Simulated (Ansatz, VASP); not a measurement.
**Two plane-wave programs on ScNb2O3**

```
CELL_PARAMETERS angstrom
3.97216 -0.09046 0.55932
0.81649 3.89134 0.53843
2.80733 2.28230 10.93139
ATOMIC_POSITIONS crystal
Sc 0.98604 0.93597 0.99263
Sc 0.93608 0.98609 0.49266
Nb 0.36791 0.40484 0.21123
Nb 0.40470 0.36784 0.71118
Nb 0.68792 0.69270 0.32945
Nb 0.69260 0.68784 0.82944
O 0.19335 0.85715 0.29830
O 0.85702 0.19325 0.79831
O 0.47914 0.74497 0.02323
O 0.48249 0.16773 0.39519
O 0.16766 0.48237 0.89516
O 0.74510 0.47925 0.52322
```

Change from the starting cell: the structure that the rattled cell fell into.

Alike in both runs: functional PBE; k mesh 4 × 4 × 2; occupations gaussian, width 0.1 eV; no spin polarisation.

Ansatz relaxed the structure, and its values are those at the end. VASP's run is a single point on that final structure, the one shown.

|  | VASP | Ansatz |
| --- | --- | --- |
| version | VASP 6.6.1 | Ansatz 0.2.0 |
| potentials or method | VASP PAW PBE potentials, release 64 (Sc_sv, Nb_sv, O), cutoff 520 eV | scalar-relativistic, plane waves, PAW |
| valence electrons in the cell | 110 | 110 |

Ansatz gave:

| Quantity | Value |
| --- | --- |
| gap on the k mesh at the Fermi level (eV) | none |
| pressure (GPa) | 0.0 |
| rms of the force components (eV/Å) | 0.011 |

Q: Which values does VASP return?

A: gap on the k mesh at the Fermi level (eV): none; pressure (GPa): 0.1; rms of the force components (eV/Å): 0.019.

A gap of «none» marks a metal or a gap that the smearing closes. With one functional, cell and mesh, what is left measures potentials, basis and numerics.

The k mesh is coarse, so the values compare programs but aren't converged.
